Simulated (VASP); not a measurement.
Here is a VASP 6.6.1 calculation.

INCAR

```
PREC = Accurate ; ENCUT = 520
EDIFF = 1E-7 ; ISMEAR = 0
SIGMA = 0.05 ; LREAL = F
LASPH = T ; NELM = 60
ALGO = Normal ; ISIF = 2
LWAVE = F ; LCHARG = F
GGA = PE ; NBANDS = 64
```

The input KPOINTS:

```
Automatic mesh
0
Gamma
  6 6 6
```

The input POSCAR:

```
SnO2
1.0
    4.4993886513      0.0000000000      0.0000000000
    0.0000000000      5.8090545807      0.0000000000
    0.0000000000      0.0000000000      4.9832433707
Sn O
4 8
Direct
    0.5000000000      0.6651654903      0.7500000000
    0.0000000000      0.8348345097      0.2500000000
    0.5000000000      0.3348345097      0.2500000000
    0.0000000000      0.1651654903      0.7500000000
    0.7301204269      0.6070551965      0.0781681516
    0.2301204269      0.8929448035      0.9218318484
    0.7698795731      0.8929448035      0.5781681516
    0.2698795731      0.6070551965      0.4218318484
    0.7301204269      0.3929448035      0.5781681516
    0.2301204269      0.1070551965      0.4218318484
    0.7698795731      0.1070551965      0.0781681516
    0.2698795731      0.3929448035      0.9218318484
```

Potentials or basis: VASP PAW PBE potentials, release 64 (Sn_d, O).

Launch:

```sh
$ cat potpaw_PBE.64/Sn_d/POTCAR potpaw_PBE.64/O/POTCAR > POTCAR
$ mpirun -np 1 vasp_std > vasp.out
```

(1) What does it give for the largest force?

(2) Predict the pressure.

(3) Estimate the band gap on the k mesh.

Results:

(1) 0.927 eV/Å.

(2) 33.7 GPa.

(3) 2.47 eV (least direct gap 2.48 eV).

Caveat: the cell stands under pressure; spin-orbit coupling is left out, which moves the levels of the heavy elements.
